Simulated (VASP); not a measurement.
# Pd (Fm-3m) in VASP: notebook, part 2 of 2

VASP 6.6.1.

**3. Single point, r2SCAN, collinear spin, ferromagnetic start**

The input, POSCAR:

```
Pd
1.0
    0.0000000000      1.9567730079      1.9567730079
    1.9567730079      0.0000000000      1.9567730079
    1.9567730079      1.9567730079      0.0000000000
Pd
1
Direct
    0.0000000000      0.0000000000      0.0000000000
```

The input, INCAR.step1:

```
PREC = Accurate
ENCUT = 520
ISMEAR = -1
SIGMA = 0.01
LREAL = F
LASPH = T
NELM = 150
ISPIN = 2
MAGMOM = 0.436
LMAXMIX = 4
NBANDS = 15
GGA = PE
ALGO = Normal
EDIFF = 1E-4
LWAVE = T
LCHARG = F
```

The input, INCAR.step2:

```
PREC = Accurate
ENCUT = 520
EDIFF = 1E-6
ISMEAR = -1
SIGMA = 0.01
LREAL = F
LASPH = T
NELM = 150
ALGO = Normal
ISIF = 2
LWAVE = F
LCHARG = F
ISPIN = 2
MAGMOM = 0.436
LORBIT = 11
LMAXMIX = 4
METAGGA = R2SCAN
LMIXTAU = T
NBANDS = 15
ISTART = 1
```

The input, KPOINTS:

```
Automatic mesh
0
Gamma
  14 14 14
```

Potentials or basis: VASP PAW PBE potentials, release 64 (Pd).

Started as:

```
$ cat potpaw_PBE.64/Pd/POTCAR > POTCAR
$ cp INCAR.step1 INCAR
$ mpirun -np 1 vasp_std > vasp.out
$ cp INCAR.step2 INCAR
$ mpirun -np 1 vasp_std > vasp.out
```

Run time: 3.4 min. Hardware: 1 thread of AMD EPYC 7R13 (Zen 3), shared host; peak memory 0.15 GiB.

It converged, with:

| Item | Value |
| --- | --- |
| Free energy | -22.9585 eV |
| Pressure | 0.6 GPa |
| Net moment | 0.48 μB per cell |
| Site moments | Pd +0.49 μB |
| Valence electrons inside the program's atomic spheres | Pd 9.45 |

Levels at points of the mesh, in eV from the Fermi level:
Spin up:
| k point | band 2 | band 3 | band 4 | band 5 | band 6 | band 7 | band 8 | band 9 |
| --- | --- | --- | --- | --- | --- | --- | --- | --- |
| (0.00, 0.00, 0.00) | -3.26 | -3.26 | -3.26 | -1.60 | -1.60 | 17.87 | 21.73 | 22.76 |
| (0.50, 0.00, 0.00) | -3.26 | -3.26 | -0.45 | -0.45 | 1.20 | 7.28 | 17.28 | 21.74 |
| (0.50, 0.50, 0.00) | -5.50 | -0.43 | -0.17 | -0.17 | 3.52 | 10.90 | 13.68 | 13.68 |
Spin down:
```
           k point  band 1  band 2  band 3  band 4  band 5  band 6  band 7  band 8  band 9  band 10
(0.00, 0.00, 0.00)   -7.20   -2.70   -2.70   -2.70   -1.22   -1.22   17.87   22.78   22.78    22.78
(0.50, 0.00, 0.00)   -5.26   -2.84   -2.84    0.10    0.10    1.17    7.62   17.26   21.90    21.90
(0.50, 0.50, 0.00)   -5.43   -5.04   -0.04    0.50    0.50    3.52   11.12   13.73   13.73    21.99
```

Caveat: the PAW data sets were made with another functional, which shifts forces and pressure a little.

**4. Single point, r2SCAN, collinear spin, ferromagnetic start**

POSCAR is that of step 3.

The input, INCAR.step1:

```
PREC = Accurate
ENCUT = 520
ISMEAR = -1
SIGMA = 0.03
LREAL = False
LASPH = True
NELM = 150
ISPIN = 2
MAGMOM = 0.436
LMAXMIX = 4
NBANDS = 15
GGA = PE
ALGO = Normal
EDIFF = 1E-4
LWAVE = True
LCHARG = False
```

The input, INCAR.step2:

```
PREC = Accurate
ENCUT = 520
EDIFF = 1E-6
ISMEAR = -1
SIGMA = 0.03
LREAL = False
LASPH = True
NELM = 150
ALGO = Normal
ISIF = 2
LWAVE = False
LCHARG = True
ISPIN = 2
MAGMOM = 0.436
LORBIT = 11
LMAXMIX = 4
METAGGA = R2SCAN
LMIXTAU = True
LELF = True
LVHAR = True
NBANDS = 15
ISTART = 1
```

The input, KPOINTS:

```
regular mesh
0
Gamma
  14 14 14
```

Potentials or basis: VASP PAW PBE potentials, release 64 (Pd).

Started as:

```
$ cat potpaw_PBE.64/Pd/POTCAR > POTCAR
$ cp INCAR.step1 INCAR
$ mpirun -np 1 vasp_std > vasp.out
$ cp INCAR.step2 INCAR
$ mpirun -np 1 vasp_std > vasp.out
```

OUTCAR:

```text
PREC = Accurate
   ENCUT = 520
   EDIFF = 1E-6
   ISMEAR = -1
   LREAL = False
   LASPH = True
   NELM = 150
   ISIF = 2
   ISPIN = 2
   LORBIT = 11
   METAGGA = R2SCAN
   ISTART = 1

 ion  position               nearest neighbor table
   1  0.000  0.000  0.000-

  LATTYP: Found a face centered cubic cell.
 ALAT       =     3.9135460158

  Lattice vectors:

 A1 = (   0.0000000000,   1.9567730079,   1.9567730079)
 A2 = (   1.9567730079,   0.0000000000,   1.9567730079)
 A3 = (   1.9567730079,   1.9567730079,   0.0000000000)

[... 1070 lines left out ...]
  -------------------------------------------------------------------------------------
  Total        0.0608267      0.0608267      0.0608267      0.0000000      0.0000000      0.0000000
  in kB        6.5035953      6.5035953      6.5035953      0.0000000      0.0000000      0.0000000
  external PRESSURE =       6.5035953 kB  Pullay stress =       0.0000000 kB

 VOLUME and BASIS-vectors are now :
 -----------------------------------------------------------------------------
  energy-cutoff  :      520.00
  volume of cell :       14.98
      direct lattice vectors                 reciprocal lattice vectors
     0.000000000  1.956773008  1.956773008    -0.255522740  0.255522740  0.255522740
     1.956773008  0.000000000  1.956773008     0.255522740 -0.255522740  0.255522740
     1.956773008  1.956773008  0.000000000     0.255522740  0.255522740 -0.255522740

 POSITION                                       TOTAL-FORCE (eV/Angst)
 -----------------------------------------------------------------------------------
      0.00000      0.00000      0.00000        -0.000000     -0.000000     -0.000000
 -----------------------------------------------------------------------------------
    total drift:                               -0.000000      0.000000     -0.000000

  FREE ENERGIE OF THE ION-ELECTRON SYSTEM (eV)
  ---------------------------------------------------
  free  energy   TOTEN  =       -22.9603873002 eV

  energy  without entropy=      -22.9563121047  energy(sigma->0) =      -22.95834970

 total charge

# of ion       s       p       d       tot
------------------------------------------
    1        0.509   0.449   8.489   9.447

 magnetization (x)

# of ion       s       p       d       tot
------------------------------------------
    1        0.003  -0.012   0.497   0.489
```

OUTCAR.step1:

```text
PREC = Accurate
   ENCUT = 520
   ISMEAR = -1
   LREAL = False
   LASPH = True
   NELM = 150
[... 1102 lines left out ...]
 POSITION                                       TOTAL-FORCE (eV/Angst)
 -----------------------------------------------------------------------------------
      0.00000      0.00000      0.00000        -0.000000     -0.000000     -0.000000
 -----------------------------------------------------------------------------------
    total drift:                               -0.000000      0.000000      0.000000

  FREE ENERGIE OF THE ION-ELECTRON SYSTEM (eV)
  ---------------------------------------------------
  free  energy   TOTEN  =        -5.2117344038 eV

  energy  without entropy=       -5.2059402840  energy(sigma->0) =       -5.20883734
```

OSZICAR.step1:

```text
N       E                     dE             d eps       ncg     rms          rms(c)
DAV:   1     0.466944972544E+02    0.46694E+02   -0.44777E+03  6255   0.586E+02
DAV:   2    -0.470031767687E+01   -0.51395E+02   -0.49265E+02  8165   0.160E+02
DAV:   3    -0.548428900267E+01   -0.78397E+00   -0.77388E+00  8025   0.195E+01
DAV:   4    -0.548666416219E+01   -0.23752E-02   -0.23749E-02  7584   0.113E+00
DAV:   5    -0.548668032285E+01   -0.16161E-04   -0.16159E-04  8052   0.828E-02    0.750E+00
DAV:   6    -0.522383029846E+01    0.26285E+00   -0.10009E+00  8865   0.634E+00    0.369E+00
DAV:   7    -0.521485799998E+01    0.89723E-02   -0.84136E-03  8335   0.595E-01    0.203E+00
DAV:   8    -0.521161385236E+01    0.32441E-02   -0.26985E-03  8515   0.289E-01    0.633E-01
DAV:   9    -0.521173137140E+01   -0.11752E-03   -0.93615E-05  7571   0.617E-02    0.417E-02
DAV:  10    -0.521173440380E+01   -0.30324E-05   -0.11113E-05  5367   0.224E-02
   1 F= -.52117344E+01 E0= -.52088373E+01  d E =-.579412E-02  mag=     0.4376
```

Wall time 3.5 min (1 thread of AMD EPYC 7R13 (Zen 3), shared host); peak memory 0.15 GiB.

What came out:

| Property | Result |
| --- | --- |
| Free energy | -22.9604 eV |
| Pressure | 0.7 GPa |
| Net moment | 0.48 μB per cell |
| Site moments | Pd +0.49 μB |
| Valence electrons inside the program's atomic spheres | Pd 9.45 |

Caveat: the PAW data sets were made with another functional, which shifts forces and pressure a little.

**5. The runs side by side**

```csv
smearing,gap on the mesh (eV),pressure (GPa),moment (μB)
fermi-dirac 0.05 eV,none,0.7,0.48
fermi-dirac 0.01 eV,none,0.6,0.48
fermi-dirac 0.03 eV,none,0.7,0.48
```

Alike in all rows: task single point; level r2SCAN; potentials or basis VASP PAW PBE potentials, release 64 (Pd); spin collinear, ferromagnetic start; cell as given; k mesh 14 × 14 × 14; cutoff (eV) 520.

Every run on the cell as given and a fine mesh finds a metal.

Caveats: the PAW data sets were made with another functional, which shifts forces and pressure a little.

Total energies depend on the potentials used, so only differences within one code and one set of settings carry meaning.
